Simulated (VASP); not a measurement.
# MgI2 in VASP: further runs

MgI2 is run at these levels: PBE, r2SCAN; tasks: single point.

Program: VASP 6.6.1. These are calculated values, not measurements. Logs are shortened: lines on timing, memory, paths and dates and some standing lists are left out, and cuts for length are marked.

### 1 The cell of the first run

Symmetry: I4/mmm, No. 139, tetragonal system. Conventional cell: a = 5.116 Å, b = 5.116 Å, c = 7.514 Å, α = 90.00°, β = 90.00°, γ = 90.00°. Within 4.2 Å of Mg (site symmetry 4/mmm) lie 8 I at 3.17 Å. Within 4.2 Å of I (site symmetry -4m2) lie 4 Mg at 3.17 Å and 6 I at 3.62 to 3.76 Å.

### 2 Single point, PBE (epitaxial xy strain -3.7%)

INCAR reads:

```
SYSTEM = MgI2
PREC = Accurate ; ENCUT = 520
EDIFF = 1E-6 ; ISMEAR = -1
SIGMA = 0.02 ; LREAL = .FALSE.
LASPH = .TRUE. ; NELM = 60
ALGO = Normal ; ISIF = 2
LWAVE = .FALSE. ; LCHARG = .TRUE.
GGA = PE ; LELF = .TRUE.
LVHAR = .TRUE. ; NBANDS = 15
```

KPOINTS reads:

```
Automatic mesh
0
G
  6 6 6
  0 0 0
```

POSCAR reads:

```
MgI2
1.0
    0.0000000000      3.6175100672      3.7571231621
    3.6175100672      0.0000000000      3.7571231621
    3.6175100672      3.6175100672      0.0000000000
Mg I
1 2
Direct
    0.0000000000      0.0000000000      0.0000000000
    0.2500000000      0.2500000000      0.2500000000
    0.7500000000      0.7500000000      0.7500000000
```

Potentials or basis: VASP PAW PBE potentials, release 64 (Mg, I).

Launch:

```
> cat potpaw_PBE.64/Mg/POTCAR potpaw_PBE.64/I/POTCAR > POTCAR
> mpirun -np 1 vasp_std > vasp.out
```

OUTCAR:

```text
SYSTEM = MgI2
   PREC = Accurate
   ENCUT = 520
   EDIFF = 1E-6
   ISMEAR = -1
   LREAL = .FALSE.
   LASPH = .TRUE.
   NELM = 60
   ISIF = 2
   GGA = PE

 ion  position               nearest neighbor table
   1  0.000  0.000  0.000-   2 3.17   3 3.17   3 3.17   3 3.17   3 3.17   2 3.17   2 3.17   2 3.17

   2  0.250  0.250  0.250-   1 3.17   1 3.17   1 3.17   1 3.17
   3  0.750  0.750  0.750-   1 3.17   1 3.17   1 3.17   1 3.17

  LATTYP: Found a body centered tetragonal cell.
 ALAT       =     5.1159317991
 C/A-ratio  =     1.4687932950

  Lattice vectors:

 A1 = (  -3.6175100672,   0.0000000000,   3.7571231621)
 A2 = (   3.6175100672,   0.0000000000,   3.7571231621)
 A3 = (   0.0000000000,   3.6175100672,  -3.7571231621)

Analysis of symmetry for initial positions (statically):
=====================================================================
 Subroutine PRICEL returns:
 Original cell was already a primitive cell.

 Routine SETGRP: Setting up the symmetry group for a
 body centered tetragonal supercell.

 Subroutine GETGRP returns: Found 16 space group operations
 (whereof 16 operations were pure point group operations)
 out of a pool of 16 trial point group operations.

The static configuration has the point symmetry D_4h.

Analysis of symmetry for dynamics (positions and initial velocities):
=====================================================================
 Subroutine PRICEL returns:
 Original cell was already a primitive cell.

 Routine SETGRP: Setting up the symmetry group for a
 body centered tetragonal supercell.

 Subroutine GETGRP returns: Found 16 space group operations
 (whereof 16 operations were pure point group operations)
 out of a pool of 16 trial point group operations.

The dynamic configuration has the point symmetry D_4h.

 Subroutine INISYM returns: Found 16 space group operations
 (whereof 16 operations are pure point group operations),
 and found     1 'primitive' translations

----------------------------------------------------------------------------------------

                                     Primitive cell

  volume of cell :      98.3343

  direct lattice vectors                    reciprocal lattice vectors
     0.000000000  3.617510067  3.757123162    -0.138216616  0.138216616  0.133080546
     3.617510067  0.000000000  3.757123162     0.138216616 -0.138216616  0.133080546
     3.617510067  3.617510067  0.000000000     0.138216616  0.138216616 -0.133080546

  length of vectors
     5.215587555  5.215587555  5.115931799     0.236470077  0.236470077  0.236470077

[... 89 lines left out ...]
   ISYM   =      2    0-nonsym 1-usesym 2-fastsym
   POTIM  = 0.5000    time-step for ionic-motion
   TEBEG  =    0.0;   TEEND  =   0.0 temperature during run
   PSTRESS=    0.0 pullay stress
   NELECT =      16.0000    total number of electrons
   NUPDOWN=      -1.0000    fix difference up-down
   EMIN   =  10.00;   EMAX   =-10.00  energy-range for DOS
   EFERMI =   0.00;   METHOD = LEGACY
   ISMEAR =    -1;   SIGMA  =   0.02  broadening in eV -4-tet -1-fermi 0-gaus
   EFERMI_NEDOS =   21; number of points for ismear=-14 and -15
   IALGO  =     38    algorithm
   IMIX   =      4    mixing-type and parameters
     AMIX     =   0.40;   BMIX     =  1.00
     AMIX_MAG =   1.60;   BMIX_MAG =  1.00
  volume/ion in A,a.u.               =      32.78       221.20
  Fermi-wavevector in a.u.,A,eV,Ry     =   0.893744  1.688931 10.868041  0.798779
  Thomas-Fermi vector in A             =   2.015861
   LORBIT       =      0    0 simple, 1 ext, 2 COOP (PROOUT), +10 PAW based schemes
   GGA     = PE    functional components
   LHFCALC =     F    Hartree Fock is set to
   AEXX    =    0.0000 exact exchange contribution
   IVDW    =     0    specifies the selected vdW correction
   LEPSILON=     F    determine dielectric tensor
   LRPA    =     F    only Hartree local field effects (RPA)
 non-spin polarized calculation
  energy-cutoff  :      520.00
  volume of cell :       98.33
 maximum number of plane-waves:      2682
   NGX = 19   NGY = 19   NGZ = 19

 number of electron      15.9999998 magnetization

 Free energy of the ion-electron system (eV)
  ---------------------------------------------------
  ext. energy  EPLUGINS =         0.00000000
  ---------------------------------------------------
  free energy    TOTEN  =        -6.30588410 eV

  energy without entropy =       -6.30588409  energy(sigma->0) =       -6.30588409

 E-fermi :   4.5159     XC(G=0):  -8.4170

 val. band max:        4.2177120421   @ k =   0.5000   0.0000   0.5000
 cond. band min:       4.8005576998   @ k =   0.0000   0.0000   0.0000
 fundamental gap:      0.5828456577
 Fermi energy:         4.5158900612

 k-point     1 :       0.0000    0.0000    0.0000
  band No.  band energies     occupation
      1      -9.3165      2.00000
      2      -7.4192      2.00000
      3       0.6704      2.00000
      4       0.6704      2.00000
      5       0.9156      2.00000
      6       2.4837      2.00000
      7       2.9895      2.00000
      8       2.9895      2.00000
      9       4.8006      0.00000
     10       6.9455      0.00000
     11       6.9715      0.00000
     12       6.9715      0.00000
     13       8.8693      0.00000
     14       9.1491      0.00000
[... 401 lines left out ...]
      2      -8.1155      2.00000
      3      -1.0159      2.00000
      4      -0.0797      2.00000
      5       0.0985      2.00000
      6       2.8601      2.00000
      7       3.2886      2.00000
      8       3.7783      2.00000
      9       5.3224      0.00000
     10       8.5191      0.00000
     11       9.5598      0.00000
     12      10.0462      0.00000
     13      10.9573      0.00000
     14      11.0799      0.00000
     15      12.0642      0.00000

 [... further k-points ...]
[... 5 lines left out ...]
  --------------------------------------------------------------------------------------
  -------------------------------------------------------------------------------------
  Total        2.5566563      2.5566563      0.1667951      0.0000000     -0.0000000      0.0000000
  in kB       41.6560428     41.6560428      2.7176220      0.0000000     -0.0000000      0.0000000
  external PRESSURE =      28.6765692 kB  Pullay stress =       0.0000000 kB

 VOLUME and BASIS-vectors are now :
 -----------------------------------------------------------------------------
  energy-cutoff  :      520.00
  volume of cell :       98.33
      direct lattice vectors                 reciprocal lattice vectors
     0.000000000  3.617510067  3.757123162    -0.138216616  0.138216616  0.133080546
     3.617510067  0.000000000  3.757123162     0.138216616 -0.138216616  0.133080546
     3.617510067  3.617510067  0.000000000     0.138216616  0.138216616 -0.133080546

 POSITION                                       TOTAL-FORCE (eV/Angst)
 -----------------------------------------------------------------------------------
      0.00000      0.00000      0.00000        -0.000000     -0.000000     -0.000000
      1.80876      1.80876      1.87856         0.000000      0.000000      0.000000
      5.42627      5.42627      5.63568        -0.000000     -0.000000      0.000000
 -----------------------------------------------------------------------------------
    total drift:                                0.000000     -0.000000      0.000000

  FREE ENERGIE OF THE ION-ELECTRON SYSTEM (eV)
  ---------------------------------------------------
  free  energy   TOTEN  =        -6.3058840967 eV

  energy  without entropy=       -6.3058840927  energy(sigma->0) =       -6.30588409
```

OSZICAR:

```text
N       E                     dE             d eps       ncg     rms          rms(c)
DAV:   1     0.737262490447E+02    0.73726E+02   -0.57530E+03   900   0.839E+02
DAV:   2    -0.798874804545E+00   -0.74525E+02   -0.67167E+02  1197   0.132E+02
DAV:   3    -0.659313005743E+01   -0.57943E+01   -0.57706E+01  1180   0.416E+01
DAV:   4    -0.670272975015E+01   -0.10960E+00   -0.10959E+00  1294   0.673E+00
DAV:   5    -0.670372016201E+01   -0.99041E-03   -0.99040E-03  1222   0.565E-01    0.529E+00
DAV:   6    -0.638369125071E+01    0.32003E+00   -0.22509E-01   984   0.233E+00    0.336E+00
DAV:   7    -0.630764828295E+01    0.76043E-01   -0.19167E-01  1061   0.215E+00    0.109E+00
DAV:   8    -0.630615843654E+01    0.14898E-02   -0.18790E-02  1005   0.714E-01    0.120E-01
DAV:   9    -0.630585564701E+01    0.30279E-03   -0.13331E-03  1215   0.220E-01    0.415E-02
DAV:  10    -0.630586248321E+01   -0.68362E-05   -0.84184E-05  1047   0.552E-02    0.254E-02
DAV:  11    -0.630588360141E+01   -0.21118E-04   -0.22878E-05  1047   0.293E-02    0.116E-02
DAV:  12    -0.630588409666E+01   -0.49525E-06   -0.15871E-06  1064   0.746E-03
   1 F= -.63058841E+01 E0= -.63058841E+01  d E =-.393640E-08
```

It took 50 s on 1 thread of Intel Xeon Platinum 8259CL at 2.50GHz (Skylake/Cascade Lake), shared host; peak memory 0.25 GiB.

What came out:

* Free energy: -6.3059 eV
* Pressure: 2.9 GPa
* Band gap on the k mesh: 0.58 eV (least direct gap 0.66 eV)

Caveat: the cell differs from its parent crystal (epitaxial xy strain -3.7%); spin-orbit coupling is left out, which moves the levels of the heavy elements. A k mesh can miss the band edges.

### 3 Single point, r2SCAN (epitaxial xy strain -3.7%)

POSCAR is that of step 2.

INCAR.step1 reads:

```
  ALGO = Normal
  EDIFF = 1E-4
  ENCUT = 520
  GGA = PE
  ISMEAR = 0
  LASPH = True
  LCHARG = False
  LREAL = False
  LWAVE = True
  NBANDS = 15
  NELM = 80
  PREC = Accurate
  SIGMA = 0.01
```

INCAR.step2 reads:

```
  ALGO = Normal
  EDIFF = 1E-6
  ENCUT = 520
  ISIF = 2
  ISMEAR = 0
  ISTART = 1
  LASPH = True
  LCHARG = True
  LELF = True
  LMIXTAU = True
  LREAL = False
  LVHAR = True
  LWAVE = False
  METAGGA = R2SCAN
  NBANDS = 15
  NELM = 80
  PREC = Accurate
  SIGMA = 0.01
```

KPOINTS reads:

```
k-points
0
Gamma
  6 6 6
```

Potentials or basis: VASP PAW PBE potentials, release 64 (Mg, I).

Launch:

```
> cat potpaw_PBE.64/Mg/POTCAR potpaw_PBE.64/I/POTCAR > POTCAR
> cp INCAR.step1 INCAR
> mpirun -np 1 vasp_std > vasp.out
> cp INCAR.step2 INCAR
> mpirun -np 1 vasp_std > vasp.out
```

Run time: 3 min. Hardware: 1 thread of Intel Xeon Platinum 8259CL at 2.50GHz (Skylake/Cascade Lake), shared host; peak memory 0.27 GiB.

The run converged. Its results:

| Property | Result |
| --- | --- |
| Free energy | -55.3691 eV |
| Pressure | 2.7 GPa |
| Band gap on the k mesh | 1.08 eV |

Stress tensor (GPa, compression positive):
```
 4.10  0.00  0.00
 0.00  4.10  0.00
 0.00  0.00 -0.11
```

Levels at points of the mesh, in eV from the valence-band top:
| k point | band 5 | band 6 | band 7 | band 8 | band 9 | band 10 | band 11 | band 12 |
| --- | --- | --- | --- | --- | --- | --- | --- | --- |
| (0.00, 0.00, 0.00) | -3.42 | -1.81 | -1.27 | -1.27 | 1.31 | 3.14 | 3.16 | 3.16 |
| (0.50, 0.00, 0.00) | -3.00 | -2.98 | -2.80 | -2.77 | 3.28 | 5.39 | 5.52 | 6.13 |
| (0.50, 0.50, 0.00) | -4.44 | -0.65 | -0.65 | -0.36 | 1.30 | 4.86 | 7.00 | 7.00 |
| (0.50, 0.00, 0.50) | -4.37 | -1.03 | -0.52 | 0.00 | 1.08 | 4.66 | 6.71 | 6.91 |

Caveat: the cell differs from its parent crystal (epitaxial xy strain -3.7%); the PAW data sets were made with another functional, which shifts forces and pressure a little; spin-orbit coupling is left out, which moves the levels of the heavy elements.

### 4 Single point, PBE (shear xy strain +2.9%)

INCAR reads:

```
SYSTEM = MgI2
PREC     = Accurate       ! precision mode
ENCUT    = 520            ! plane-wave cutoff, eV
EDIFF    = 1E-6           ! SCF threshold, eV
ISMEAR   = -1             ! smearing method
SIGMA    = 0.02           ! smearing width, eV
LREAL    = .False.        ! projectors in reciprocal space
LASPH    = .True.         ! aspherical terms in the spheres
NELM     = 100            ! most SCF steps
ALGO     = Normal         ! electronic algorithm
ISIF     = 2              ! what is computed and relaxed
LWAVE    = .False.        ! write WAVECAR
LCHARG   = .False.        ! write CHGCAR
GGA      = PE             ! functional
NBANDS   = 15             ! bands
```

KPOINTS reads:

```
regular mesh
0
Gamma
  6 6 6
  0 0 0
```

POSCAR reads:

```
MgI2
1.0
    0.0544579485      3.7557205847      3.7557205847
    3.7557205847      0.0544579485      3.7557205847
    3.8101785332      3.8101785332      0.0000000000
Mg I
1 2
Direct
    0.0000000000      0.0000000000      0.0000000000
    0.2512032234      0.2512032234      0.2487967766
    0.7487967766      0.7487967766      0.7512032234
```

Launch:

```
> cat potpaw_PBE.64/Mg/POTCAR potpaw_PBE.64/I/POTCAR > POTCAR
> mpirun -np 1 vasp_std > vasp.out
```

It took 57 s on 1 thread of Intel Xeon Platinum 8259CL at 2.50GHz (Skylake/Cascade Lake), shared host; peak memory 0.27 GiB.

Results (log left out):

- Free energy: -6.4068 eV
- Pressure: 0.2 GPa
- Largest force: 0.006 eV/Å
- Band gap on the k mesh: 0.59 eV (least direct gap 1.07 eV)

Forces on the atoms (eV/Å):
```
Mg   0.000  0.000  0.000
I    0.000  0.000  0.006
I    0.000  0.000 -0.006
```

Stress tensor (GPa, compression positive):
```
0.17 0.49 0.00
0.49 0.17 0.00
0.00 0.00 0.20
```

Levels at points of the mesh, in eV from the valence-band top:
| k point | band 6 | band 7 | band 8 | band 9 | band 10 | band 11 |
| --- | --- | --- | --- | --- | --- | --- |
| (0.00, 0.00, 0.00) | -1.19 | -1.11 | -1.02 | 0.59 | 2.99 | 3.12 |
| (0.50, 0.00, 0.00) | -2.49 | -2.27 | -2.22 | 2.70 | 5.00 | 5.22 |
| (0.50, 0.50, 0.00) | -0.57 | -0.42 | 0.00 | 1.07 | 4.09 | 6.40 |
| (0.00, 0.00, 0.50) | -2.44 | -2.28 | -2.24 | 2.62 | 4.92 | 5.14 |
| (0.50, 0.00, 0.50) | -0.51 | -0.50 | 0.00 | 1.07 | 4.08 | 6.41 |

Caveat: the cell differs from its parent crystal (shear xy strain +2.9%); spin-orbit coupling is left out, which moves the levels of the heavy elements. A k mesh can miss the band edges.

### 5 Overview

```tsv
level	cell	smearing	gap on the mesh (eV)	pressure (GPa)
PBE	a = 5.216, b = 5.216, c = 5.116 Å, angles 60.6, 60.6, 58.7°, 3 atoms	fermi-dirac 0.02 eV	0.58	2.9
r2SCAN	a = 5.216, b = 5.216, c = 5.116 Å, angles 60.6, 60.6, 58.7°, 3 atoms	gaussian 0.01 eV	1.08	2.7
PBE	a = 5.312, b = 5.312, c = 5.388 Å, angles 59.5, 59.5, 59.0°, 3 atoms	fermi-dirac 0.02 eV	0.59	0.2
```

Alike in all rows: task single point; potentials or basis VASP PAW PBE potentials, release 64 (Mg, I); no spin polarisation; k mesh 6 × 6 × 6; cutoff (eV) 520.

Caveats: spin-orbit coupling is left out, which moves the levels of the heavy elements; the PAW data sets were made with another functional, which shifts forces and pressure a little (at least some runs).

Total energies depend on the potentials used, so only differences within one code and one set of settings carry meaning.
